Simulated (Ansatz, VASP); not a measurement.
## ZnO: VASP beside Ansatz

Contents of INCAR:

```
PREC     = Accurate       # precision mode
ENCUT    = 600            # plane-wave cutoff, eV
EDIFF    = 1E-6           # SCF threshold, eV
ISMEAR   = 1              # smearing method
SIGMA    = 0.5            # smearing width, eV
LREAL    = False          # projectors in reciprocal space
LASPH    = True           # aspherical terms in the spheres
NELM     = 120            # most SCF steps
ALGO     = Normal         # electronic algorithm
ISIF     = 2              # what is computed and relaxed
LWAVE    = False          # write WAVECAR
LCHARG   = False          # write CHGCAR
GGA      = PE             # functional
NBANDS   = 16             # bands
GGA_COMPAT= False
```

File KPOINTS:

```
Automatic mesh
0
Gamma
  6 6 6
```

Contents of POSCAR:

```
ZnO
1.0
    2.6461709590      0.0000000000      0.0000000000
    0.0000000000      2.6461709590      0.0000000000
    0.0000000000      0.0000000000      2.6461709590
Zn O
1 1
Direct
    0.0000000000      0.0000000000      0.0000000000
    0.5000000000      0.5000000000      0.5000000000
```

Input for Ansatz:

```yaml
crystal:
  lattice:
    - [2.646170959, 0.0, 0.0]
    - [0.0, 2.646170959, 0.0]
    - [0.0, 0.0, 2.646170959]
  atoms:
    - { symbol: Zn, position: [0.0, 0.0, 0.0] }
    - { symbol: O, position: [0.5, 0.5, 0.5] }
kpoints:
  mp_grid: { grid: [6, 6, 6] }
hamiltonian:
  xc: pbe
scf:
  occupations: { method: cold, width: 0.5 }
  n_extra_bands: 4
output:
  forces: true
  stress: true
  eigenvalues: true
```

Alike in both runs: task single point; functional PBE; k mesh 6 × 6 × 6; no spin polarisation.

```csv
,VASP,Ansatz
version,VASP 6.6.1,Ansatz 0.2.0
potentials or method,"VASP PAW PBE potentials, release 64 (Zn, O)",plane waves
plane-wave cutoff (eV),600,420
occupations,"methfessel-paxton of order 1, width 0.5 eV","cold, width 0.5 eV"
valence electrons in the cell,18,18
```

|  | VASP | Ansatz | Ansatz less VASP |
| --- | --- | --- | --- |
| pressure (GPa) | 9.1 | 8.4 | -0.77 |

The k mesh is coarse, so the values compare programs but aren't converged.
